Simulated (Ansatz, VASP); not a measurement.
Two plane-wave programs on PbSe

The input INCAR:

```
SYSTEM = PbSe
  PREC = Accurate
  ENCUT = 520
  EDIFF = 1E-8
  ISMEAR = -1
  SIGMA = 0.02
  LREAL = .FALSE.
  LASPH = .TRUE.
  NELM = 100
  ALGO = Normal
  ISIF = 2
  LWAVE = .FALSE.
  LCHARG = .FALSE.
  GGA = PS
  LEFG = .TRUE.
  NBANDS = 17
```

The input KPOINTS:

```
regular mesh
0
G
  7 7 7
  0 0 0
```

The input POSCAR:

```
PbSe
1.0
    0.0000000000      3.0009070000      3.0621500000
    3.0009070000      0.0000000000      3.0621500000
    3.0009070000      3.0009070000      0.0000000000
Pb Se
1 1
Direct
    0.0000000000      0.0000000000      0.0000000000
    0.5000000000      0.5000000000      0.5000000000
```

Input for Ansatz:

```yaml
crystal:
  lattice:
    - [0.0, 3.000907, 3.06215]
    - [3.000907, 0.0, 3.06215]
    - [3.000907, 3.000907, 0.0]
  atoms:
    - { symbol: Pb, position: [0.0, 0.0, 0.0] }
    - { symbol: Se, position: [0.5, 0.5, 0.5] }
kpoints:
  mp_grid: { grid: [7, 7, 7] }
scf:
  occupations: { method: fermi_dirac, width: 0.02 }
hamiltonian:
  xc: pbesol
  pseudopotentials: { kind: paw }
output:
  forces: true
  stress: true
  eigenvalues: true
  efg: { contact_densities: true }
```

Change from the starting cell: equal xx and yy strain of -2 %, PAW files.

Alike in both runs: task electric field gradients; functional PBEsol; k mesh 7 × 7 × 7; occupations fermi-dirac, width 0.02 eV; no spin polarisation.

|  | VASP | Ansatz |
| --- | --- | --- |
| version | VASP 6.6.1 | Ansatz 0.2.0 |
| potentials or method | VASP PAW PBE potentials, release 64 (Pb_d, Se) | PAW with Ansatz's default frozen-core files, scalar-relativistic |
| plane-wave cutoff (eV) | 520 | 420 |
| valence electrons in the cell | 20 | 30 |

```tsv
	VASP	Ansatz	Ansatz less VASP
gap on the k mesh at the Fermi level (eV)	0.79	0.79	0.000
pressure (GPa)	1.7	1.7	-0.01
traceless stress, the component that is largest in VASP (GPa)	-1.88	-1.87	+0.008
size of Vzz on the site where it differs most (V/Å²)	63.2	66.4	+3.23
```

VASP's potentials were made for PBE, not for PBEsol. VASP's potentials hold 20 valence electrons a cell and Ansatz's 30, so a difference there can come from the potentials and not from the codes.

Neither program's run includes spin-orbit coupling.
